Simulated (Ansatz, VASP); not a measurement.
# C: VASP beside Ansatz

```
C
1.0
    -2.41040    2.41040    2.41040
     2.41040   -2.41040    2.41040
     2.41040    2.41040   -2.41040
C
8
Direct
  0.32547 0.00000 0.00000
  0.67453 0.67453 0.67453
  0.00000 0.32547 0.00000
  0.00000 0.00000 0.32547
  0.00000 0.67453 0.00000
  0.32547 0.32547 0.32547
  0.67453 0.00000 0.00000
  0.00000 0.00000 0.67453
```

Alike in both runs: functional LDA; k mesh 8 × 8 × 8; occupations gaussian, width 0.02 eV; no spin polarisation.

Ansatz relaxed the structure, and its values are those at the end. VASP's run is a single point on that final structure, the one shown.

```csv
,VASP,Ansatz
version,VASP 6.6.1,Ansatz 0.2.0
potentials or method,"VASP PAW LDA potentials, release 64 (C), cutoff 520 eV","scalar-relativistic, plane waves, PAW"
valence electrons in the cell,32,32
```

Ansatz gave:

| Item | Value |
| --- | --- |
| gap on the k mesh at the Fermi level (eV) | 3.04 |
| least direct gap on the mesh (eV) | 3.84 |
| pressure (GPa) | 0.0 |
| rms of the force components (eV/Å) | 0.001 |

Q: Estimate VASP's values.

A: gap on the k mesh at the Fermi level (eV): 3.03; least direct gap on the mesh (eV): 3.82; pressure (GPa): 1.1; rms of the force components (eV/Å): 0.028.

LDA's correlation is that of Perdew and Zunger in VASP and of Perdew and Wang (1992) in Ansatz.
